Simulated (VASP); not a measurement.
# InPd (Fm-3m) in VASP: a series of runs

The runs below take InPd through single point, with PBE.

All numbers are computed with VASP 6.6.1; they aren't measurements. Logs are shortened: lines on timing, memory, paths and dates and some standing lists are left out, and cuts for length are marked.

### 1 The cell of the first run

It takes space group Fm-3m (No. 225, cubic). Conventional cell: a = 5.492 Å, b = 5.492 Å, c = 5.492 Å, α = 90.00°, β = 90.00°, γ = 90.00°. Within 3.6 Å of In (site symmetry m-3m) lie 6 Pd at 2.75 Å. Pd (site symmetry m-3m) has 6 In at 2.75 Å within 3.6 Å.

### 2 Single point, PBE

INCAR

```
ALGO = Fast
EDIFF = 1E-7
ENCUT = 520
GGA = PE
ISIF = 2
ISMEAR = -1
LASPH = True
LCHARG = False
LREAL = False
LWAVE = False
NBANDS = 18
NELM = 80
PREC = Accurate
SIGMA = 0.05
```

KPOINTS

```
k-points
0
Gamma
  8 8 8
```

POSCAR

```
InPd
1.0
    0.0000000000      2.7460700000      2.7460700000
    2.7460700000      0.0000000000      2.7460700000
    2.7460700000      2.7460700000      0.0000000000
In Pd
1 1
Direct
    0.0000000000      0.0000000000      0.0000000000
    0.5000000000      0.5000000000      0.5000000000
```

Potentials or basis: VASP PAW PBE potentials, release 64 (In_d, Pd).

Started as:

```sh
$ cat potpaw_PBE.64/In_d/POTCAR potpaw_PBE.64/Pd/POTCAR > POTCAR
$ mpirun -np 1 vasp_std > vasp.out
```

OUTCAR:

```text
EDIFF = 1E-7
   ENCUT = 520
   GGA = PE
   ISIF = 2
   ISMEAR = -1
   LASPH = True
   LREAL = False
   NELM = 80
   PREC = Accurate

 ion  position               nearest neighbor table
   1  0.000  0.000  0.000-   2 2.75   2 2.75   2 2.75   2 2.75   2 2.75   2 2.75
   2  0.500  0.500  0.500-   1 2.75   1 2.75   1 2.75   1 2.75   1 2.75   1 2.75

  LATTYP: Found a face centered cubic cell.
 ALAT       =     5.4921400000

  Lattice vectors:

 A1 = (   0.0000000000,   2.7460700000,   2.7460700000)
 A2 = (   2.7460700000,   0.0000000000,   2.7460700000)
 A3 = (   2.7460700000,   2.7460700000,   0.0000000000)

Analysis of symmetry for initial positions (statically):
=====================================================================
 Subroutine PRICEL returns:
 Original cell was already a primitive cell.

 Routine SETGRP: Setting up the symmetry group for a
 face centered cubic supercell.

 Subroutine GETGRP returns: Found 48 space group operations
 (whereof 48 operations were pure point group operations)
 out of a pool of 48 trial point group operations.

The static configuration has the point symmetry O_h .

Analysis of symmetry for dynamics (positions and initial velocities):
=====================================================================
 Subroutine PRICEL returns:
 Original cell was already a primitive cell.

 Routine SETGRP: Setting up the symmetry group for a
 face centered cubic supercell.

 Subroutine GETGRP returns: Found 48 space group operations
 (whereof 48 operations were pure point group operations)
 out of a pool of 48 trial point group operations.

The dynamic configuration has the point symmetry O_h .

 Subroutine INISYM returns: Found 48 space group operations
 (whereof 48 operations are pure point group operations),
 and found     1 'primitive' translations

----------------------------------------------------------------------------------------

                                     Primitive cell

  volume of cell :      41.4157

  direct lattice vectors                    reciprocal lattice vectors
     0.000000000  2.746070000  2.746070000    -0.182078388  0.182078388  0.182078388
     2.746070000  0.000000000  2.746070000     0.182078388 -0.182078388  0.182078388
     2.746070000  2.746070000  0.000000000     0.182078388  0.182078388 -0.182078388

  length of vectors
     3.883529437  3.883529437  3.883529437     0.315369020  0.315369020  0.315369020

  position of ions in fractional coordinates (direct lattice)
     0.000000000  0.000000000  0.000000000
     0.500000000  0.500000000  0.500000000

  ion indices of the primitive-cell ions
   primitive index   ion index
                 1           1
                 2           2

----------------------------------------------------------------------------------------

 KPOINTS: k-points

Automatic generation of k-mesh.
 Grid dimensions read from file:
 generate k-points for:    8    8    8

 Generating k-lattice:

  Cartesian coordinates                     Fractional coordinates (reciprocal lattice)
    -0.022759799  0.022759799  0.022759799     0.125000000  0.000000000  0.000000000
     0.022759799 -0.022759799  0.022759799     0.000000000  0.125000000  0.000000000
     0.022759799  0.022759799 -0.022759799     0.000000000  0.000000000  0.125000000

  Length of vectors
     0.039421127  0.039421127  0.039421127

  Shift w.r.t. Gamma in fractional coordinates (k-lattice)
     0.000000000  0.000000000  0.000000000

 Subroutine IBZKPT returns following result:
 ===========================================

 Found     29 irreducible k-points:

 Following reciprocal coordinates:
            Coordinates               Weight
  0.000000  0.000000  0.000000      1.000000
  0.125000  0.000000  0.000000      8.000000
  0.250000  0.000000  0.000000      8.000000
  0.375000  0.000000  0.000000      8.000000
  0.500000  0.000000  0.000000      4.000000
  0.125000  0.125000  0.000000      6.000000
[... 16 lines left out ...]
  0.500000  0.250000  0.125000     48.000000
 -0.375000  0.250000  0.125000     24.000000
 [... further k-points ...]
   k-points           NKPTS =     29   k-points in BZ     NKDIM =     29   number of bands    NBANDS=     18
   number of dos      NEDOS =    301   number of ions     NIONS =      2
   total plane-waves  NPLWV =  27000
   dimension x,y,z NGX =    30 NGY =   30 NGZ =   30
   dimension x,y,z NGXF=    60 NGYF=   60 NGZF=   60
   ions per type =               1   1
   NGX,Y,Z   is equivalent  to a cutoff of  12.84, 12.84, 12.84 a.u.
   NGXF,Y,Z  is equivalent  to a cutoff of  25.68, 25.68, 25.68 a.u.
 SYSTEM =  unknown system
   PREC   = accura    normal or accurate (medium, high low for compatibility)
   ISTART =      0    job   : 0-new  1-cont  2-samecut
   ICHARG =      2    charge: 1-file 2-atom 10-const
   ISPIN  =      1    spin polarized calculation?
   LNONCOLLINEAR =      F non collinear calculations
   LSORBIT =      F    spin-orbit coupling
   LASPH  =      T    aspherical Exc in radial PAW
   ENCUT  =  520.0 eV  38.22 Ry    6.18 a.u.   7.22  7.22  7.22*2*pi/ulx,y,z
   NELM   =     80;   NELMIN=  2; NELMDL= -5     # of ELM steps
   EDIFF  = 0.1E-06   stopping-criterion for ELM
   LREAL  =      F    real-space projection
   EDIFFG = 0.1E-05   stopping-criterion for IOM
   NSW    =      0    number of steps for IOM
   IBRION =     -1    ionic relax: 0-MD 1-quasi-New 2-CG
   NFREE  =      0    steps in history (QN), initial steepest desc. (CG)
   ISIF   =      2    stress and relaxation
   ISYM   =      2    0-nonsym 1-usesym 2-fastsym
   POTIM  = 0.5000    time-step for ionic-motion
   TEBEG  =    0.0;   TEEND  =   0.0 temperature during run
   PSTRESS=    0.0 pullay stress
   NELECT =      23.0000    total number of electrons
   NUPDOWN=      -1.0000    fix difference up-down
   EMIN   =  10.00;   EMAX   =-10.00  energy-range for DOS
   EFERMI =   0.00;   METHOD = LEGACY
   ISMEAR =    -1;   SIGMA  =   0.05  broadening in eV -4-tet -1-fermi 0-gaus
   EFERMI_NEDOS =   21; number of points for ismear=-14 and -15
   IALGO  =     68    algorithm
   IMIX   =      4    mixing-type and parameters
     AMIX     =   0.40;   BMIX     =  1.00
     AMIX_MAG =   1.60;   BMIX_MAG =  1.00
  volume/ion in A,a.u.               =      20.71       139.74
  Fermi-wavevector in a.u.,A,eV,Ry     =   1.345641  2.542893 24.636741  1.810749
  Thomas-Fermi vector in A             =   2.473537
   LORBIT       =      0    0 simple, 1 ext, 2 COOP (PROOUT), +10 PAW based schemes
   GGA     = PE    functional components
   LHFCALC =     F    Hartree Fock is set to
   AEXX    =    0.0000 exact exchange contribution
   IVDW    =     0    specifies the selected vdW correction
   LEPSILON=     F    determine dielectric tensor
   LRPA    =     F    only Hartree local field effects (RPA)
 non-spin polarized calculation
 RMM-DIIS sequential band-by-band and
  energy-cutoff  :      520.00
  volume of cell :       41.42
 maximum number of plane-waves:      1139
 NGX is ok and might be reduce to    30
   NGX = 15   NGY = 15   NGZ = 15

 number of electron      23.0000008 magnetization

 Free energy of the ion-electron system (eV)
  ---------------------------------------------------
  ext. energy  EPLUGINS =         0.00000000
  ---------------------------------------------------
  free energy    TOTEN  =        -8.29426109 eV

  energy without entropy =       -8.28447402  energy(sigma->0) =       -8.28936756

 E-fermi :   8.1635     XC(G=0): -11.2035

 val. band max:        8.1415664711   @ k =  -0.3750   0.5000   0.1250
 cond. band min:       8.1957784108   @ k =  -0.3750   0.3750   0.0000
 fundamental gap:      0.0542119397
 Fermi energy:         8.1634518724

 k-point     1 :       0.0000    0.0000    0.0000
  band No.  band energies     occupation
      1      -6.4317      2.00000
      2      -6.4317      2.00000
      3      -6.3365      2.00000
      4      -6.3365      2.00000
      5      -6.3365      2.00000
      6      -0.6220      2.00000
[... 10 lines left out ...]
     17      20.1193      0.00000
     18      20.1237      0.00000

 k-point     2 :       0.1250    0.0000    0.0000
  band No.  band energies     occupation
      1      -6.4204      2.00000
      2      -6.4204      2.00000
      3      -6.3331      2.00000
      4      -6.3240      2.00000
      5      -6.3240      2.00000
      6      -0.3648      2.00000
[... 10 lines left out ...]
     17      19.4091      0.00000
     18      19.4092      0.00000

 k-point     3 :       0.2500    0.0000    0.0000
  band No.  band energies     occupation
      1      -6.3966      2.00000
      2      -6.3966      2.00000
      3      -6.3252      2.00000
      4      -6.2898      2.00000
      5      -6.2898      2.00000
      6       0.3950      2.00000
[... 10 lines left out ...]
     17      18.0109      0.00000
     18      18.7666      0.00000

 k-point     4 :       0.3750    0.0000    0.0000
  band No.  band energies     occupation
      1      -6.3766      2.00000
      2      -6.3766      2.00000
      3      -6.3179      2.00000
      4      -6.2507      2.00000
      5      -6.2507      2.00000
      6       1.6027      2.00000
[... 375 lines left out ...]
      4      -6.2643      2.00000
      5      -6.2594      2.00000
      6       0.9980      2.00000
[... 10 lines left out ...]
     17      18.4870      0.00000
     18      21.2856      0.00000

 k-point    23 :       0.5000    0.2500    0.1250
  band No.  band energies     occupation
      1      -6.4022      2.00000
      2      -6.3614      2.00000
      3      -6.3214      2.00000
      4      -6.2566      2.00000
      5      -6.2361      2.00000
      6       2.0030      2.00000
[... 10 lines left out ...]
     17      18.8115      0.00000
     18      21.2911      0.00000

 k-point    24 :      -0.3750    0.2500    0.1250
  band No.  band energies     occupation
      1      -6.4017      2.00000
      2      -6.3560      2.00000
      3      -6.2989      2.00000
      4      -6.2668      2.00000
      5      -6.2241      2.00000
      6       2.6866      2.00000
[... 10 lines left out ...]
     17      20.5753      0.00000
     18      21.4303      0.00000

 [... further k-points ...]
[... 5 lines left out ...]
  --------------------------------------------------------------------------------------
  -------------------------------------------------------------------------------------
  Total        0.0692238      0.0692238      0.0692238      0.0000000     -0.0000000      0.0000000
  in kB        2.6779416      2.6779416      2.6779416      0.0000000     -0.0000000      0.0000000
  external PRESSURE =       2.6779416 kB  Pullay stress =       0.0000000 kB

 VOLUME and BASIS-vectors are now :
 -----------------------------------------------------------------------------
  energy-cutoff  :      520.00
  volume of cell :       41.42
      direct lattice vectors                 reciprocal lattice vectors
     0.000000000  2.746070000  2.746070000    -0.182078388  0.182078388  0.182078388
     2.746070000  0.000000000  2.746070000     0.182078388 -0.182078388  0.182078388
     2.746070000  2.746070000  0.000000000     0.182078388  0.182078388 -0.182078388

 POSITION                                       TOTAL-FORCE (eV/Angst)
 -----------------------------------------------------------------------------------
      0.00000      0.00000      0.00000        -0.000000     -0.000000     -0.000000
      2.74607      2.74607      2.74607         0.000000      0.000000      0.000000
 -----------------------------------------------------------------------------------
    total drift:                                0.000000      0.000000      0.000000

  FREE ENERGIE OF THE ION-ELECTRON SYSTEM (eV)
  ---------------------------------------------------
  free  energy   TOTEN  =        -8.2942610909 eV

  energy  without entropy=       -8.2844740202  energy(sigma->0) =       -8.28936756
```

Wall time 27 s (1 thread of Intel Xeon Platinum 8488C (Sapphire Rapids), shared host); peak memory 0.18 GiB.

What came out:

```
Free energy : -8.2943 eV
Pressure    : 0.3 GPa
```

Caveat: spin-orbit coupling is left out, which moves the levels of the heavy elements.

### 3 Single point, PBE

INCAR

```
SYSTEM = InPd
ALGO = Normal ; EDIFF = 1E-6
ENCUT = 520 ; GGA = PE
ISIF = 2 ; ISMEAR = 0
LASPH = .True. ; LCHARG = .True.
LELF = .True. ; LREAL = .False.
LVHAR = .True. ; LWAVE = .False.
NBANDS = 18 ; NELM = 80
PREC = Accurate ; SIGMA = 0.011
```

KPOINTS

```
k-points
0
Gamma
  8 8 8
  0 0 0
```

POSCAR is that of step 2.

Potentials or basis: VASP PAW PBE potentials, release 64 (In_d, Pd).

Started as:

```sh
$ cat potpaw_PBE.64/In_d/POTCAR potpaw_PBE.64/Pd/POTCAR > POTCAR
$ mpirun -np 1 vasp_std > vasp.out
```

OUTCAR:

```text
SYSTEM = InPd
   EDIFF = 1E-6
   ENCUT = 520
   GGA = PE
   ISIF = 2
   ISMEAR = 0
   LASPH = .True.
   LREAL = .False.
   NELM = 80
   PREC = Accurate

 ion  position               nearest neighbor table
   1  0.000  0.000  0.000-   2 2.75   2 2.75   2 2.75   2 2.75   2 2.75   2 2.75
   2  0.500  0.500  0.500-   1 2.75   1 2.75   1 2.75   1 2.75   1 2.75   1 2.75

  LATTYP: Found a face centered cubic cell.
 ALAT       =     5.4921400000

  Lattice vectors:

 A1 = (   0.0000000000,   2.7460700000,   2.7460700000)
 A2 = (   2.7460700000,   0.0000000000,   2.7460700000)
 A3 = (   2.7460700000,   2.7460700000,   0.0000000000)

Analysis of symmetry for initial positions (statically):
=====================================================================
 Subroutine PRICEL returns:
 Original cell was already a primitive cell.

 Routine SETGRP: Setting up the symmetry group for a
 face centered cubic supercell.

 Subroutine GETGRP returns: Found 48 space group operations
 (whereof 48 operations were pure point group operations)
 out of a pool of 48 trial point group operations.

The static configuration has the point symmetry O_h .

Analysis of symmetry for dynamics (positions and initial velocities):
=====================================================================
 Subroutine PRICEL returns:
 Original cell was already a primitive cell.

 Routine SETGRP: Setting up the symmetry group for a
 face centered cubic supercell.

 Subroutine GETGRP returns: Found 48 space group operations
 (whereof 48 operations were pure point group operations)
 out of a pool of 48 trial point group operations.

The dynamic configuration has the point symmetry O_h .

 Subroutine INISYM returns: Found 48 space group operations
 (whereof 48 operations are pure point group operations),
 and found     1 'primitive' translations

----------------------------------------------------------------------------------------

[... 105 lines left out ...]
   EMIN   =  10.00;   EMAX   =-10.00  energy-range for DOS
   EFERMI =   0.00;   METHOD = LEGACY
   ISMEAR =     0;   SIGMA  =   0.01  broadening in eV -4-tet -1-fermi 0-gaus
   EFERMI_NEDOS =   21; number of points for ismear=-14 and -15
   IALGO  =     38    algorithm
   IMIX   =      4    mixing-type and parameters
     AMIX     =   0.40;   BMIX     =  1.00
     AMIX_MAG =   1.60;   BMIX_MAG =  1.00
  volume/ion in A,a.u.               =      20.71       139.74
  Fermi-wavevector in a.u.,A,eV,Ry     =   1.345641  2.542893 24.636741  1.810749
  Thomas-Fermi vector in A             =   2.473537
   LORBIT       =      0    0 simple, 1 ext, 2 COOP (PROOUT), +10 PAW based schemes
   GGA     = PE    functional components
   LHFCALC =     F    Hartree Fock is set to
   AEXX    =    0.0000 exact exchange contribution
   IVDW    =     0    specifies the selected vdW correction
   LEPSILON=     F    determine dielectric tensor
   LRPA    =     F    only Hartree local field effects (RPA)
 non-spin polarized calculation
 Gauss-broadening in eV      SIGMA  =   0.01
  energy-cutoff  :      520.00
  volume of cell :       41.42
 maximum number of plane-waves:      1139
 NGX is ok and might be reduce to    30
   NGX = 15   NGY = 15   NGZ = 15

 number of electron      23.0000008 magnetization

 Free energy of the ion-electron system (eV)
  ---------------------------------------------------
  ext. energy  EPLUGINS =         0.00000000
  ---------------------------------------------------
  free energy    TOTEN  =        -8.28941989 eV

  energy without entropy =       -8.28927748  energy(sigma->0) =       -8.28934868

 E-fermi :   8.1408     XC(G=0): -11.2038

 val. band max:        8.1391910919   @ k =  -0.3750   0.5000   0.1250
 cond. band min:       8.1935233231   @ k =  -0.3750   0.3750   0.0000
 fundamental gap:      0.0543322312
 Fermi energy:         8.1408301484

 k-point     1 :       0.0000    0.0000    0.0000
  band No.  band energies     occupation
      1      -6.4308      2.00000
      2      -6.4308      2.00000
      3      -6.3354      2.00000
      4      -6.3354      2.00000
      5      -6.3354      2.00000
      6      -0.6220      2.00000
[... 481 lines left out ...]
      5      -6.2229      2.00000
      6       2.6858      2.00000
[... 10 lines left out ...]
     17      20.5751      0.00000
     18      21.4295      0.00000

 [... further k-points ...]
[... 5 lines left out ...]
  --------------------------------------------------------------------------------------
  -------------------------------------------------------------------------------------
  Total        0.0247123      0.0247123      0.0247123      0.0000000      0.0000000     -0.0000000
  in kB        0.9560032      0.9560032      0.9560032      0.0000000      0.0000000     -0.0000000
  external PRESSURE =       0.9560032 kB  Pullay stress =       0.0000000 kB

 VOLUME and BASIS-vectors are now :
 -----------------------------------------------------------------------------
  energy-cutoff  :      520.00
  volume of cell :       41.42
      direct lattice vectors                 reciprocal lattice vectors
     0.000000000  2.746070000  2.746070000    -0.182078388  0.182078388  0.182078388
     2.746070000  0.000000000  2.746070000     0.182078388 -0.182078388  0.182078388
     2.746070000  2.746070000  0.000000000     0.182078388  0.182078388 -0.182078388

 POSITION                                       TOTAL-FORCE (eV/Angst)
 -----------------------------------------------------------------------------------
      0.00000      0.00000      0.00000         0.000000      0.000000      0.000000
      2.74607      2.74607      2.74607        -0.000000     -0.000000     -0.000000
 -----------------------------------------------------------------------------------
    total drift:                                0.000000      0.000000      0.000000

  FREE ENERGIE OF THE ION-ELECTRON SYSTEM (eV)
  ---------------------------------------------------
  free  energy   TOTEN  =        -8.2894198886 eV

  energy  without entropy=       -8.2892774765  energy(sigma->0) =       -8.28934868
```

OSZICAR:

```text
N       E                     dE             d eps       ncg     rms          rms(c)
DAV:   1     0.166776893603E+03    0.16678E+03   -0.11184E+04  1068   0.159E+03
DAV:   2     0.127193302208E+01   -0.16550E+03   -0.15888E+03  1048   0.359E+02
DAV:   3    -0.818169220241E+01   -0.94536E+01   -0.93249E+01  1146   0.898E+01
DAV:   4    -0.841223662424E+01   -0.23054E+00   -0.23040E+00  1268   0.128E+01
DAV:   5    -0.842204797261E+01   -0.98113E-02   -0.98109E-02  1396   0.260E+00    0.469E+00
DAV:   6    -0.831452632128E+01    0.10752E+00   -0.21021E-01  1388   0.641E+00    0.219E+00
DAV:   7    -0.829375232140E+01    0.20774E-01   -0.41124E-02  1330   0.319E+00    0.976E-01
DAV:   8    -0.828985910160E+01    0.38932E-02   -0.12015E-02  1162   0.964E-01    0.308E-01
DAV:   9    -0.828940775088E+01    0.45135E-03   -0.11165E-03  1370   0.497E-01    0.605E-02
DAV:  10    -0.828941796784E+01   -0.10217E-04   -0.33136E-05  1402   0.726E-02    0.270E-02
DAV:  11    -0.828941959286E+01   -0.16250E-05   -0.31672E-06  1126   0.159E-02    0.201E-03
DAV:  12    -0.828941988859E+01   -0.29573E-06   -0.15292E-07   594   0.372E-03
   1 F= -.82894199E+01 E0= -.82893487E+01  d E =-.142412E-03
```

Run time: 19 s. Hardware: 1 thread of Intel Xeon Platinum 8488C (Sapphire Rapids), shared host; peak memory 0.17 GiB.

What came out:

- Free energy: -8.2894 eV
- Pressure: 0.1 GPa

Caveat: spin-orbit coupling is left out, which moves the levels of the heavy elements.
